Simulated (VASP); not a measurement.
# SrO: single point with PBE

The system is SrO.

```xyz
4
Lattice="3.9427 0.0000 0.0000 -1.9713 3.4144 0.0000 0.0000 0.0000 7.2130" Properties=species:S:1:pos:R:3 pbc="T T T"
Sr    0.0000    0.0000    5.8093
Sr    0.0000    0.0000    1.4036
O     0.0000    2.2763    0.0000
O     1.9713    1.1381    0.0000
```

The cell was generated, and may not be a known phase.

```
Program             : VASP 6.6.1
Task                : single point
Functional          : PBE
Potentials or basis : VASP PAW PBE potentials, release 64 (Sr_sv, O_h)
Cutoff              : 1340 eV
k mesh              : 12 × 12 × 6
Occupations         : gaussian, width 0.1 eV
Spin                : no spin polarisation
```

```yaml
Pressure: 0.2 GPa
Largest_force: 0.094 eV/Å
Band_gap_on_the_k_mesh: zero (bands 16 and 17 overlap by 1.76 eV)
```

Forces on the atoms (eV/Å):
```
Sr   0.000  0.000 -0.094
Sr   0.000  0.000  0.094
O    0.000  0.000  0.000
O    0.000  0.000  0.000
```

Stress tensor (GPa, compression positive):
```
0.20 0.00 0.00
0.00 0.20 0.00
0.00 0.00 0.31
```

Levels at points of the mesh, in eV from the Fermi level:
| k point | band 14 | band 15 | band 16 | band 17 | band 18 | band 19 |
| --- | --- | --- | --- | --- | --- | --- |
| (0.00, 0.00, 0.00) | -1.72 | -1.22 | -1.02 | -1.02 | 1.97 | 2.92 |
| (0.50, 0.00, 0.00) | -2.58 | -0.83 | 0.08 | 0.65 | 1.09 | 2.61 |
| (0.00, 0.00, 0.50) | -1.22 | -1.01 | -1.01 | -0.99 | 1.13 | 3.58 |
| (0.50, 0.00, 0.50) | -2.58 | -0.79 | 0.08 | 0.83 | 1.67 | 2.87 |

Wall time 7.4 min on 1 thread of Intel(R) Xeon(R) 6975P-C (Granite Rapids), with other jobs on the host, peak memory 0.91 GiB.
